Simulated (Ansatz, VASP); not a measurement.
## One calculation of Au, two programs

The input POSCAR:

```
Au
1.0
    2.8564984343      0.0000000000      0.0000000000
   -1.4282492171      2.4738002100      0.0000000000
    0.0000000000      0.0000000000      4.8068000000
Au
2
Direct
    0.3333333333      0.6666666667      0.7500000000
    0.6666666667      0.3333333333      0.2500000000
```

INCAR.step1

```
PREC = Accurate ; ENCUT = 520
ISMEAR = 0 ; SIGMA = 0.15
LREAL = False ; LASPH = True
NELM = 100 ; NBANDS = 18
GGA = PE ; ALGO = Normal
EDIFF = 1E-4 ; LWAVE = True
LCHARG = False
```

Contents of INCAR.step2:

```
PREC = Accurate ; ENCUT = 520
EDIFF = 1E-6 ; ISMEAR = 0
SIGMA = 0.15 ; LREAL = False
LASPH = True ; NELM = 100
ALGO = Normal ; ISIF = 2
LWAVE = False ; LCHARG = False
METAGGA = R2SCAN ; LMIXTAU = True
NBANDS = 18 ; ISTART = 1
```

The input KPOINTS:

```
regular mesh
0
Gamma
  18 18 10
```

Input for Ansatz:

```yaml
crystal:
  lattice:
    - [2.8564984343, 0.0, 0.0]
    - [-1.4282492171, 2.47380021, 0.0]
    - [0.0, 0.0, 4.8068]
  atoms:
    - { symbol: Au, position: [0.3333333333, 0.6666666667, 0.75] }
    - { symbol: Au, position: [0.6666666667, 0.3333333333, 0.25] }
basis:
  ecutwfc: 500
kpoints:
  mp_grid: { grid: [18, 18, 10] }
hamiltonian:
  xc: r2scan
scf:
  occupations: { method: gaussian, width: 0.15 }
output:
  forces: true
  stress: true
  eigenvalues: true
```

Change from the starting cell: strain -0.015 along x and y, -0.015 along z, atoms carried along.

Alike in both runs: task single point; functional r2SCAN; k mesh 18 × 18 × 10; occupations gaussian, width 0.15 eV; no spin polarisation.

```csv
,VASP,Ansatz
version,VASP 6.6.1,Ansatz 0.2.0
potentials or method,"VASP PAW PBE potentials, release 64 (Au), cutoff 520 eV","scalar-relativistic, plane waves, PAW"
valence electrons in the cell,22,38
```

Ansatz gave:

```
gap on the k mesh at the Fermi level (eV)                     : none
pressure (GPa)                                                : 5.9
traceless stress, the component that is largest in VASP (GPa) : -0.26
```

**Question.** Estimate VASP's values.

**Answer.** gap on the k mesh at the Fermi level (eV): none; pressure (GPa): 6.2; traceless stress, the component that is largest in VASP (GPa): -0.30.

VASP's potentials were made for PBE, not for r2SCAN. A gap of «none» marks a metal or a gap that the smearing closes. With one functional, cell and mesh, what is left measures potentials, basis and numerics. VASP's potentials hold 22 valence electrons a cell and Ansatz's 38, so a difference there can come from the potentials and not from the codes.

Spin-orbit coupling is off throughout.
